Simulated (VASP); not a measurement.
# ScBe (Cmcm) in VASP: notebook

The runs below take ScBe through relaxation of cell and atoms, single point, with PBE.

Everything below comes from runs of VASP 6.6.1. Logs are shortened: lines on timing, memory, paths and dates and some standing lists are left out, and cuts for length are marked.

## (1) The cell of the first run

The structure is orthorhombic, space group Cmcm (No. 63). Conventional cell: a = 3.429 Å, b = 9.046 Å, c = 3.405 Å, α = 90.00°, β = 90.00°, γ = 90.00°. Within 3.5 Å of Sc (site symmetry m2m) lie 7 Be at 2.47 to 2.75 Å and 10 Sc at 3.06 to 3.43 Å. Within 2.6 Å of Be (site symmetry m2m) lie 2 Be at 1.93 Å and 6 Sc at 2.47 to 2.57 Å.

## (2) Relaxation of cell and atoms, PBE

Input file INCAR:

```
PREC     = Accurate       # precision mode
ENCUT    = 600            # plane-wave cutoff, eV
EDIFF    = 1E-7           # SCF threshold, eV
ISMEAR   = 0              # smearing method
SIGMA    = 0.1            # smearing width, eV
LREAL    = F              # projectors in reciprocal space
LASPH    = T              # aspherical terms in the spheres
NELM     = 100            # most SCF steps
ALGO     = Normal         # electronic algorithm
ISIF     = 3              # what is computed and relaxed
LWAVE    = F              # write WAVECAR
LCHARG   = F              # write CHGCAR
GGA      = PE             # functional
IBRION   = 2              # ionic algorithm
NSW      = 90             # ionic steps
EDIFFG   = -0.04          # ionic threshold
```

Input file KPOINTS:

```
regular mesh
0
Gamma
  6 6 6
```

Input file POSCAR:

```
ScBe
1.0
    1.7143028470     -4.5232112280      0.0000000000
    1.7143028470      4.5232112280      0.0000000000
    0.0000000000      0.0000000000      3.4054394393
Sc Be
2 2
Direct
    0.8540000000      0.1460000000      0.7500000000
    0.1460000000      0.8540000000      0.2500000000
    0.5500000000      0.4500000000      0.7500000000
    0.4500000000      0.5500000000      0.2500000000
```

Potentials or basis: VASP PAW PBE potentials, release 64 (Sc_sv, Be).

The run is started by

```sh
cat potpaw_PBE.64/Sc_sv/POTCAR potpaw_PBE.64/Be/POTCAR > POTCAR
mpirun -np 1 vasp_std > vasp.out
```

OUTCAR:

```text
PREC = Accurate
   ENCUT = 600
   EDIFF = 1E-7
   ISMEAR = 0
   LREAL = F
   LASPH = T
   NELM = 100
   ISIF = 3
   GGA = PE
   IBRION = 2
   NSW = 90
   EDIFFG = -0.04

 ion  position               nearest neighbor table
   1  0.854  0.146  0.750-   3 2.47   3 2.47   4 2.57   4 2.57   4 2.57   4 2.57   3 2.75   2 3.06
                             2 3.06   2 3.06   2 3.06   2 3.14   2 3.14
   2  0.146  0.854  0.250-   4 2.47   4 2.47   3 2.57   3 2.57   3 2.57   3 2.57   4 2.75   1 3.06
                             1 3.06   1 3.06   1 3.06   1 3.14   1 3.14
   3  0.550  0.450  0.750-   4 1.93   4 1.93   1 2.47   1 2.47   2 2.57   2 2.57   2 2.57   2 2.57
                             1 2.75
   4  0.450  0.550  0.250-   3 1.93   3 1.93   2 2.47   2 2.47   1 2.57   1 2.57   1 2.57   1 2.57
                             2 2.75

  LATTYP: Found a base centered orthorhombic cell.
 ALAT       =     3.4286056940
 B/A-ratio  =     2.6385135135
 C/A-ratio  =     0.9932432432

  Lattice vectors:

 A1 = (   1.7143028470,  -4.5232112280,   0.0000000000)
 A2 = (   1.7143028470,   4.5232112280,   0.0000000000)
 A3 = (   0.0000000000,   0.0000000000,   3.4054394393)

Analysis of symmetry for initial positions (statically):
=====================================================================
 Subroutine PRICEL returns:
 Original cell was already a primitive cell.

 Routine SETGRP: Setting up the symmetry group for a
 base centered orthorhombic supercell.

 Subroutine GETGRP returns: Found  8 space group operations
 (whereof  4 operations were pure point group operations)
 out of a pool of  8 trial point group operations.

The static configuration has the point symmetry C_2h.
 The point group associated with its full space group is D_2h.

Analysis of symmetry for dynamics (positions and initial velocities):
=====================================================================
 Subroutine PRICEL returns:
 Original cell was already a primitive cell.

 Routine SETGRP: Setting up the symmetry group for a
 base centered orthorhombic supercell.

 Subroutine GETGRP returns: Found  8 space group operations
 (whereof  4 operations were pure point group operations)
 out of a pool of  8 trial point group operations.

The dynamic configuration has the point symmetry C_2h.
 The point group associated with its full space group is D_2h.

 Subroutine INISYM returns: Found  8 space group operations
 (whereof  4 operations are pure point group operations),
 and found     1 'primitive' translations

----------------------------------------------------------------------------------------

                                     Primitive cell

  volume of cell :      52.8126

  direct lattice vectors                    reciprocal lattice vectors
     1.714302847 -4.523211228  0.000000000     0.291663752 -0.110540935  0.000000000
     1.714302847  4.523211228  0.000000000     0.291663752  0.110540935  0.000000000
     0.000000000  0.000000000  3.405439439     0.000000000  0.000000000  0.293647859

  length of vectors
     4.837176249  4.837176249  3.405439439     0.311908709  0.311908709  0.293647859

  position of ions in fractional coordinates (direct lattice)
     0.854000000  0.146000000  0.750000000
     0.146000000  0.854000000  0.250000000
     0.550000000  0.450000000  0.750000000
     0.450000000  0.550000000  0.250000000

  ion indices of the primitive-cell ions
   primitive index   ion index
                 1           1
                 2           2
                 3           3
                 4           4

----------------------------------------------------------------------------------------

 KPOINTS: regular mesh

Automatic generation of k-mesh.
 Grid dimensions read from file:
 generate k-points for:    6    6    6

 Generating k-lattice:

  Cartesian coordinates                     Fractional coordinates (reciprocal lattice)
     0.048610625 -0.018423489  0.000000000     0.166666667  0.000000000  0.000000000
     0.048610625  0.018423489  0.000000000     0.000000000  0.166666667  0.000000000
     0.000000000  0.000000000  0.048941310     0.000000000  0.000000000  0.166666667

  Length of vectors
     0.051984785  0.051984785  0.048941310

  Shift w.r.t. Gamma in fractional coordinates (k-lattice)
     0.000000000  0.000000000  0.000000000

 Subroutine IBZKPT returns following result:
 ===========================================

 Found     52 irreducible k-points:

 Following reciprocal coordinates:
            Coordinates               Weight
  0.000000  0.000000  0.000000      1.000000
  0.166667 -0.000000  0.000000      4.000000
  0.333333 -0.000000  0.000000      4.000000
  0.500000 -0.000000  0.000000      2.000000
  0.166667  0.166667  0.000000      2.000000
  0.333333  0.166667  0.000000      4.000000
[... 16 lines left out ...]
  0.333333  0.333333  0.166667      4.000000
  0.500000  0.333333  0.166667      8.000000
 [... further k-points ...]
   k-points           NKPTS =     52   k-points in BZ     NKDIM =     52   number of bands    NBANDS=     17
   number of dos      NEDOS =    301   number of ions     NIONS =      4
   total plane-waves  NPLWV =  44800
   dimension x,y,z NGX =    40 NGY =   40 NGZ =   28
   dimension x,y,z NGXF=    80 NGYF=   80 NGZF=   56
   ions per type =               2   2
   NGX,Y,Z   is equivalent  to a cutoff of  13.75, 13.75, 13.67 a.u.
   NGXF,Y,Z  is equivalent  to a cutoff of  27.49, 27.49, 27.34 a.u.
 SYSTEM =  unknown system
   PREC   = accura    normal or accurate (medium, high low for compatibility)
   ISTART =      0    job   : 0-new  1-cont  2-samecut
   ICHARG =      2    charge: 1-file 2-atom 10-const
   ISPIN  =      1    spin polarized calculation?
   LNONCOLLINEAR =      F non collinear calculations
   LSORBIT =      F    spin-orbit coupling
   LASPH  =      T    aspherical Exc in radial PAW
   ENCUT  =  600.0 eV  44.10 Ry    6.64 a.u.   9.66  9.66  6.80*2*pi/ulx,y,z
   NELM   =    100;   NELMIN=  2; NELMDL= -5     # of ELM steps
   EDIFF  = 0.1E-06   stopping-criterion for ELM
   LREAL  =      F    real-space projection
   EDIFFG = -.4E-01   stopping-criterion for IOM
   NSW    =     90    number of steps for IOM
   IBRION =      2    ionic relax: 0-MD 1-quasi-New 2-CG
   NFREE  =      1    steps in history (QN), initial steepest desc. (CG)
   ISIF   =      3    stress and relaxation
   ISYM   =      2    0-nonsym 1-usesym 2-fastsym
   POTIM  = 0.5000    time-step for ionic-motion
   TEBEG  =    0.0;   TEEND  =   0.0 temperature during run
   PSTRESS=    0.0 pullay stress
   NELECT =      26.0000    total number of electrons
   NUPDOWN=      -1.0000    fix difference up-down
   EMIN   =  10.00;   EMAX   =-10.00  energy-range for DOS
   EFERMI =   0.00;   METHOD = LEGACY
   ISMEAR =     0;   SIGMA  =   0.10  broadening in eV -4-tet -1-fermi 0-gaus
   EFERMI_NEDOS =   21; number of points for ismear=-14 and -15
   IALGO  =     38    algorithm
   IMIX   =      4    mixing-type and parameters
     AMIX     =   0.40;   BMIX     =  1.00
     AMIX_MAG =   1.60;   BMIX_MAG =  1.00
  volume/ion in A,a.u.               =      13.20        89.10
  Fermi-wavevector in a.u.,A,eV,Ry     =   1.292667  2.442787 22.735181  1.670989
  Thomas-Fermi vector in A             =   2.424361
   LORBIT       =      0    0 simple, 1 ext, 2 COOP (PROOUT), +10 PAW based schemes
   GGA     = PE    functional components
   LHFCALC =     F    Hartree Fock is set to
   AEXX    =    0.0000 exact exchange contribution
   IVDW    =     0    specifies the selected vdW correction
   LEPSILON=     F    determine dielectric tensor
   LRPA    =     F    only Hartree local field effects (RPA)
 conjugate gradient relaxation of ions
 non-spin polarized calculation
 Gauss-broadening in eV      SIGMA  =   0.10
  energy-cutoff  :      600.00
  volume of cell :       52.81
 maximum number of plane-waves:      1793
 NGX is ok and might be reduce to    40
   NGX = 19   NGY = 19   NGZ = 13

--------------------------------------- Ionic step        1  -------------------------------------------

 number of electron      25.9999996 magnetization

 Free energy of the ion-electron system (eV)
  ---------------------------------------------------
  ext. energy  EPLUGINS =         0.00000000
  ---------------------------------------------------
  free energy    TOTEN  =       -18.65692626 eV

  energy without entropy =      -18.63165638  energy(sigma->0) =      -18.64429132

------------------------ aborting loop because EDIFF is reached ----------------------------------------

  FORCE on cell =-STRESS in cart. coord.  units (eV):
  Direction    XX          YY          ZZ          XY          YZ          ZX
  --------------------------------------------------------------------------------------
  -------------------------------------------------------------------------------------
  Total        8.5877003      8.4634606     12.0132904      0.0000000      0.0000000      0.0000000
  in kB      260.5252896    256.7562272    364.4475096      0.0000000      0.0000000      0.0000000
  external PRESSURE =     293.9096755 kB  Pullay stress =       0.0000000 kB
[... 95 lines left out ...]
  FREE ENERGIE OF THE ION-ELECTRON SYSTEM (eV)
  ---------------------------------------------------
  free  energy   TOTEN  =       -19.8853666649 eV

  energy  without entropy=      -19.8617433697  energy(sigma->0) =      -19.87355502

 E-fermi :   3.8668     XC(G=0):  -9.9957

 val. band max:        3.8477073738   @ k =  -0.3333   0.1667   0.3333
 cond. band min:       3.8737246038   @ k =   0.5000  -0.0000   0.1667
 fundamental gap:      0.0260172300
 Fermi energy:         3.8667890361

 k-point     1 :       0.0000    0.0000    0.0000
  band No.  band energies     occupation
      1     -45.4770      2.00000
      2     -45.4346      2.00000
      3     -24.2118      2.00000
      4     -24.1179      2.00000
      5     -24.0431      2.00000
      6     -24.0252      2.00000
[... 9 lines left out ...]
     16       5.6729      0.00000
     17       5.9231      0.00000
[... 443 lines left out ...]
      1     -45.4626      2.00000
      2     -45.4442      2.00000
      3     -24.1644      2.00000
      4     -24.1338      2.00000
      5     -24.0904      2.00000
      6     -24.0315      2.00000
[... 9 lines left out ...]
     16       5.5586      0.00000
     17       5.9276      0.00000

 [... further k-points ...]

[... ionic steps 4 to 12 ...]

--------------------------------------- Ionic step       13  -------------------------------------------

 number of electron      25.9999995 magnetization

------------------------ aborting loop because EDIFF is reached ----------------------------------------

  FORCE on cell =-STRESS in cart. coord.  units (eV):
  Direction    XX          YY          ZZ          XY          YZ          ZX
  --------------------------------------------------------------------------------------
  -------------------------------------------------------------------------------------
  Total       -0.1567734     -0.0329754      0.0017707      0.0000000      0.0000000      0.0000000
  in kB       -3.7747388     -0.7939702      0.0426350      0.0000000      0.0000000      0.0000000
  external PRESSURE =      -1.5086914 kB  Pullay stress =       0.0000000 kB
[... 61 lines left out ...]
  energy  without entropy=      -20.0009057120  energy(sigma->0) =      -20.01055603

--------------------------------------- Ionic step       15  -------------------------------------------

 number of electron      25.9999995 magnetization

 Free energy of the ion-electron system (eV)
  ---------------------------------------------------
  ext. energy  EPLUGINS =         0.00000000
  ---------------------------------------------------
  free energy    TOTEN  =       -20.02037638 eV

  energy without entropy =      -20.00086748  energy(sigma->0) =      -20.01062193

 E-fermi :   3.9357     XC(G=0): -10.0496

 val. band max:        3.9221843126   @ k =   0.1667   0.1667   0.3333
 cond. band min:       3.9411161119   @ k =   0.5000  -0.0000   0.1667
 fundamental gap:      0.0189317993
 Fermi energy:         3.9356878534

 k-point     1 :       0.0000    0.0000    0.0000
  band No.  band energies     occupation
      1     -45.3151      2.00000
      2     -45.2737      2.00000
      3     -24.0428      2.00000
      4     -23.9720      2.00000
      5     -23.8615      2.00000
      6     -23.8440      2.00000
[... 9 lines left out ...]
     16       5.8941      0.00000
     17       6.4088      0.00000
[... 443 lines left out ...]
      1     -45.3012      2.00000
      2     -45.2777      2.00000
      3     -24.0022      2.00000
      4     -23.9757      2.00000
      5     -23.9238      2.00000
      6     -23.8633      2.00000
[... 9 lines left out ...]
     16       5.6894      0.00000
     17       5.9540      0.00000

 [... further k-points ...]
[... 5 lines left out ...]
  --------------------------------------------------------------------------------------
  -------------------------------------------------------------------------------------
  Total        0.0154771      0.1276842      0.0472657      0.0000000     -0.0000000      0.0000000
  in kB        0.3740317      3.0857239      1.1422622      0.0000000     -0.0000000      0.0000000
  external PRESSURE =       1.5340059 kB  Pullay stress =       0.0000000 kB
[... 19 lines left out ...]
  FREE ENERGIE OF THE ION-ELECTRON SYSTEM (eV)
  ---------------------------------------------------
  free  energy   TOTEN  =       -20.0203763792 eV

  energy  without entropy=      -20.0008674810  energy(sigma->0) =      -20.01062193

 reached required accuracy - stopping structural energy minimisation
```

Wall time 7.5 min (1 thread of AMD EPYC 9R45 (Zen 5), shared host); peak memory 0.21 GiB.

What came out:

| Property | Result |
| --- | --- |
| Free energy | -20.0204 eV |
| Relaxed volume | 16.57 Å³/atom |
| Relaxed cell | a = 5.400 Å, b = 5.400 Å, c = 3.907 Å, α = 90.00°, β = 90.00°, γ = 144.40° |
| Space group after relaxing (to 0.1 Å) | Cmcm (No. 63) |
| Energy gained by relaxing | 340.9 meV/atom |
| Ionic steps | 15 |
| Pressure after relaxing | 0.2 GPa |
| Largest force after relaxing | 0.016 eV/Å |
| Band gap on the k mesh | zero (bands 13 and 14 overlap by 1.62 eV) |

Forces on the atoms (eV/Å):
```
Sc   0.000 -0.016  0.000
Sc   0.000  0.016  0.000
Be   0.000 -0.004  0.000
Be   0.000  0.004  0.000
```

The path:
| step | energy change (eV) | largest force (eV/Å) | pressure (GPa) | volume (Å³) |
| --- | --- | --- | --- | --- |
| 1 | 0.0000 | 1.0934 | 29.39 | 52.81 |
| 2 | -1.1122 | 0.3292 | -5.88 | 73.54 |
| 3 | -1.2284 | 0.2908 | -0.17 | 67.49 |
| 4 | -1.2284 | 0.2797 | -0.54 | 67.80 |
| 5 | -1.2566 | 0.2012 | -0.49 | 67.66 |
| 6 | -1.3033 | 0.0420 | -0.24 | 67.21 |
| 7 | -1.2585 | 0.4605 | 0.87 | 65.97 |
| 8 | -1.3123 | 0.1454 | -0.04 | 66.94 |
| 9 | -1.3403 | 0.1264 | -0.03 | 66.70 |
| 10 | -1.3451 | 0.2159 | 0.01 | 66.55 |
| 11 | -1.3548 | 0.1525 | -0.06 | 66.55 |
| 12 | -1.3628 | 0.0445 | -0.14 | 66.54 |
| 13 | -1.3629 | 0.0556 | -0.15 | 66.54 |
| 14 | -1.3633 | 0.0206 | 0.32 | 66.16 |
| 15 | -1.3635 | 0.0158 | 0.15 | 66.30 |

Final structure:
```
Sc Be
1.0
     1.65048   -5.14116    0.00000
     1.65048    5.14116    0.00000
     0.00000    0.00000    3.90651
Sc Be
2 2
Direct
  0.85049 0.14951 0.75000
  0.14951 0.85049 0.25000
  0.55781 0.44219 0.75000
  0.44219 0.55781 0.25000
```

Levels at points of the mesh, in eV from the Fermi level:
| k point | band 10 | band 11 | band 12 | band 13 | band 14 | band 15 | band 16 | band 17 |
| --- | --- | --- | --- | --- | --- | --- | --- | --- |
| (0.00, 0.00, 0.00) | -2.70 | -1.22 | -0.42 | -0.27 | 1.02 | 1.64 | 1.96 | 2.47 |
| (0.50, 0.00, 0.00) | -3.15 | -1.38 | -0.60 | -0.59 | 0.43 | 0.64 | 0.75 | 2.15 |
| (0.50, 0.50, 0.00) | -4.55 | -0.59 | -0.40 | -0.13 | 0.80 | 1.57 | 1.69 | 2.54 |
| (0.00, 0.00, 0.50) | -4.47 | -0.72 | -0.72 | -0.33 | -0.33 | 1.31 | 1.31 | 2.83 |
| (0.50, 0.00, 0.50) | -2.86 | -1.15 | -1.15 | -0.67 | -0.67 | 0.23 | 0.23 | 3.16 |
| (0.50, 0.50, 0.50) | -4.02 | -2.23 | -2.23 | 0.95 | 0.95 | 1.91 | 1.91 | 2.63 |

Caveat: the volume moved by over 15 % at a fixed basis, so the end points are rough.

(Part 1 of 2 ends here.)
